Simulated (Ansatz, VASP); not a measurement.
# In2O3: VASP beside Ansatz

```
In O
1.0
     2.69874    1.55812    4.95990
    -2.69874    1.55812    4.95990
     0.00000   -3.11624    4.95990
In O
4 6
Direct
  0.85530 0.85530 0.85530
  0.35530 0.35530 0.35530
  0.14470 0.14470 0.14470
  0.64470 0.64470 0.64470
  0.45276 0.04724 0.75000
  0.04724 0.75000 0.45276
  0.54724 0.95276 0.25000
  0.25000 0.54724 0.95276
  0.95276 0.25000 0.54724
  0.75000 0.45276 0.04724
```

Change from the starting cell: epitaxial_xy strain -2.0%.

Alike in both runs: task single point; functional PBE; k mesh 6 × 6 × 6; occupations fermi-dirac, width 0.02 eV; no spin polarisation.

|  | VASP | Ansatz |
| --- | --- | --- |
| version | VASP 6.6.1 | Ansatz 0.2.0 |
| potentials or method | VASP PAW PBE potentials, release 64 (In_d, O) | plane waves, PAW |
| plane-wave cutoff (eV) | 520 | 420 |
| valence electrons in the cell | 88 | 88 |

|  | VASP | Ansatz | Ansatz less VASP |
| --- | --- | --- | --- |
| gap on the k mesh at the Fermi level (eV) | 1.34 | 1.34 | +0.007 |
| pressure (GPa) | 11.5 | 10.9 | -0.53 |
| traceless stress, the component that is largest in VASP (GPa) | -4.66 | -4.57 | +0.094 |
| rms of the force components (eV/Å) | 0.031 | 0.035 | +0.0044 |

Atom by atom the forces differ by 0.007 eV/Å (rms over components).
